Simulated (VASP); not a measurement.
Input of a VASP 6.6.1 run:

Contents of INCAR:

```
PREC = Accurate ; ENCUT = 520
EDIFF = 1E-6 ; ISMEAR = 0
SIGMA = 0.1 ; LREAL = F
LASPH = T ; NELM = 100
ALGO = Normal ; ISIF = 2
LWAVE = F ; LCHARG = T
LDIPOL = T ; IDIPOL = 3
DIPOL = 0.5 0.5 0.485 ; GGA = PS
LELF = T ; LVHAR = T
LVACPOTAV = T ; NBANDS = 30
```

Contents of KPOINTS:

```
Automatic mesh
0
Gamma
  10 10 1
```

Contents of POSCAR:

```
Al3Ni3B
1.0
    2.8621655562      0.0000000000      0.0000000000
    0.0000000000      2.8621655562      0.0000000000
    0.0000000000      0.0000000000     26.1554138905
Ni Al B
3 3 1
Direct
    0.5000000000      0.5000000000      0.3249805198
    0.5000000000      0.5000000000      0.4344097021
    0.5000000000      0.5000000000      0.5426145777
    0.0000000000      0.0000000000      0.3796951109
    0.0000000000      0.0000000000      0.4876948489
    0.0000000000      0.0000000000      0.6008791607
    0.5000000000      0.5000000000      0.6248753658
```

Potentials or basis: VASP PAW PBE potentials, release 64 (Ni, Al, B).

Command:

```sh
$ cat potpaw_PBE.64/Ni/POTCAR potpaw_PBE.64/Al/POTCAR potpaw_PBE.64/B/POTCAR > POTCAR
$ mpirun -np 1 vasp_std > vasp.out
```

(1) What does it give for the largest force?

(2) Predict the band gap on the k mesh.

Answers

(1) 1.122 eV/Å.

(2) zero (bands 21 and 22 overlap by 1.48 eV).

Caveat: the PAW data sets were made with another functional, which shifts forces and pressure a little.
